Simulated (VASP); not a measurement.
A run of VASP 6.6.1 is set up as follows.

INCAR

```
PREC = Accurate
ENCUT = 520
EDIFF = 1E-6
ISMEAR = 0
SIGMA = 0.15
LREAL = False
LASPH = True
NELM = 80
ALGO = Fast
ISIF = 2
LWAVE = False
LCHARG = False
NBANDS = 28
```

Contents of KPOINTS:

```
regular mesh
0
Gamma
  15 15 6
```

Contents of POSCAR:

```
Ti3Al
1.0
    2.8609400907      0.0000000000      0.0000000000
   -1.4304700453      2.4776467973      0.0000000000
    0.0000000000      0.0000000000      9.0513401041
Ti Al
3 1
Direct
    0.6276656651      0.4398860511      0.0000000000
    0.3468448499      0.6297525170      0.7515223620
    0.3468448499      0.6297525170      0.2484776380
    0.6879163600      0.2752780916      0.5000000000
```

Potentials or basis: VASP PAW LDA potentials, release 64 (Ti_sv, Al).

Command:

```sh
$ cat potpaw_LDA.64/Ti_sv/POTCAR potpaw_LDA.64/Al/POTCAR > POTCAR
$ mpirun -np 1 vasp_std > vasp.out
```

(1) Estimate the pressure.

(2) Predict the band gap on the k mesh.

(3) Predict the largest force.

Answers

(1) -1.1 GPa.

(2) zero (an odd number of electrons rules out a gap without spin polarisation).

(3) 0.680 eV/Å.

Caveat: the cell differs from its parent crystal (atoms displaced along several vibrational modes).
